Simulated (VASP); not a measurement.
A run of VASP 6.6.1 is set up as follows.

INCAR

```
SYSTEM = Ni3Ge
PREC = Accurate
ENCUT = 520
EDIFF = 1E-7
ISMEAR = 0
SIGMA = 0.15
LREAL = .False.
LASPH = .True.
NELM = 150
ALGO = Fast
ISIF = 2
LWAVE = .False.
LCHARG = .False.
ISPIN = 2
MAGMOM = 0.625 0.625 0.625 0
LORBIT = 11
NUPDOWN = 1.875
LMAXMIX = 4
GGA = CA
NBANDS = 34
```

KPOINTS

```
Automatic mesh
0
Gamma
  12 12 12
  0 0 0
```

Contents of POSCAR:

```
Ni3Ge
1.0
    3.6865839916      0.0000000000      0.0000000000
    0.0000000000      3.6865839916      0.0000000000
    0.0000000000      0.0000000000      3.6865839916
Ni Ge
3 1
Direct
    0.5000000000      0.0000000000      0.5000000000
    0.0000000000      0.5000000000      0.5000000000
    0.5000000000      0.5000000000      0.0000000000
    0.0000000000      0.0000000000      0.0000000000
```

Potentials or basis: VASP PAW LDA potentials, release 64 (Ni, Ge_d).

Launch:

```sh
$ cat potpaw_LDA.64/Ni/POTCAR potpaw_LDA.64/Ge_d/POTCAR > POTCAR
$ mpirun -np 1 vasp_std > vasp.out
```

(1) Estimate the pressure.

Answers

(1) -23.2 GPa.

Caveat: the cell stands under tension; the total moment is fixed, so each spin has its own Fermi level and the state may be an excited one.
